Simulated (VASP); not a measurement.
A run of VASP 6.6.1 is set up as follows.

The input POSCAR:

```
W
1.0
   -1.6007500000      1.6007500000      1.6007500000
    1.6007500000     -1.6007500000      1.6007500000
    1.6007500000      1.6007500000     -1.6007500000
W
1
Direct
    0.0000000000      0.0000000000      0.0000000000
```

Contents of INCAR.step1:

```
SYSTEM = W
PREC = Accurate ; ENCUT = 600
ISMEAR = 0 ; SIGMA = 0.1
LREAL = .False. ; LASPH = .True.
NELM = 80 ; GGA = PE
ALGO = Normal ; EDIFF = 1E-4
LWAVE = .True. ; LCHARG = .False.
```

File INCAR.step2:

```
SYSTEM = W
PREC = Accurate ; ENCUT = 600
EDIFF = 1E-7 ; ISMEAR = 0
SIGMA = 0.1 ; LREAL = .False.
LASPH = .True. ; NELM = 80
ALGO = Normal ; ISIF = 3
LWAVE = .False. ; LCHARG = .False.
METAGGA = R2SCAN ; LMIXTAU = .True.
IBRION = 2 ; NSW = 100
EDIFFG = -0.05 ; ISTART = 1
```

Contents of KPOINTS:

```
Automatic mesh
0
Gamma
  8 8 8
  0 0 0
```

Potentials or basis: VASP PAW PBE potentials, release 64 (W_sv).

Command:

```console
$ cat potpaw_PBE.64/W_sv/POTCAR > POTCAR
$ cp INCAR.step1 INCAR
$ mpirun -np 1 vasp_std > vasp.out
$ cp INCAR.step2 INCAR
$ mpirun -np 1 vasp_std > vasp.out
```

Q: Estimate the relaxed volume.

A: 16.00 Å³/atom.

Q: Predict the space group after relaxing (to 0.05 Å).

A: Im-3m (No. 229).

Q: What does it give for the relaxed cell?

A: a = 2.749 Å, b = 2.749 Å, c = 2.749 Å, α = 109.47°, β = 109.47°, γ = 109.47°.

Step by step:
| step | energy change (eV) | largest force (eV/Å) | pressure (GPa) | volume (Å³) |
| --- | --- | --- | --- | --- |
| 1 | 0.0000 | 0.0000 | -8.07 | 16.41 |
| 2 | 0.1485 | 0.0000 | 38.09 | 14.52 |
| 3 | -0.0110 | 0.0000 | -0.35 | 16.00 |

Caveat: the PAW data sets were made with another functional, which shifts forces and pressure a little.
